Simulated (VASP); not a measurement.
Wanted: the native input for a VASP 6.6.1 run.

```yaml
Task: single point
Functional: LDA
Potentials_or_basis: VASP PAW LDA potentials, release 64 (S, Mg)
Cutoff: 520 eV
k_mesh: 9 × 9 × 9
Occupations: fermi-dirac, width 0.05 eV
Spin: no spin polarisation
Dipole_correction: no
Further_INCAR_settings: ALGO = Normal; EDIFF = 1e-07; NBANDS = 11
```

The structure of MgS (Niningerite) lies in POSCAR:

```
MgS
1.0
    0.0000000000      2.6526756995      2.6526756995
    2.6526756995      0.0000000000      2.6526756995
    2.6526756995      2.6526756995      0.0000000000
S Mg
1 1
Direct
    0.5000000000      0.5000000000      0.5000000000
    0.0000000000      0.0000000000      0.0000000000
```

This cell differs from its parent crystal: volume scaled by 1.06.

The input as run:

INCAR

```
SYSTEM = MgS
  PREC = Accurate
  ENCUT = 520
  EDIFF = 1E-7
  ISMEAR = -1
  SIGMA = 0.05
  LREAL = .FALSE.
  LASPH = .TRUE.
  NELM = 80
  ALGO = Normal
  ISIF = 2
  LWAVE = .FALSE.
  LCHARG = .FALSE.
  GGA = CA
  NBANDS = 11
```

KPOINTS

```
regular mesh
0
G
  9 9 9
  0 0 0
```

Potentials or basis: VASP PAW LDA potentials, release 64 (S, Mg).

The run is started by

```bash
$ cat potpaw_LDA.64/S/POTCAR potpaw_LDA.64/Mg/POTCAR > POTCAR
$ mpirun -np 1 vasp_std > vasp.out
```

Results of the run:

The pressure is -7.4 GPa and the band gap on the k mesh is 2.56 eV, indirect (least direct gap 3.05 eV).

It took 11 s on 1 thread of Intel Xeon 6975P-C, on a shared host, peak memory 0.14 GiB.
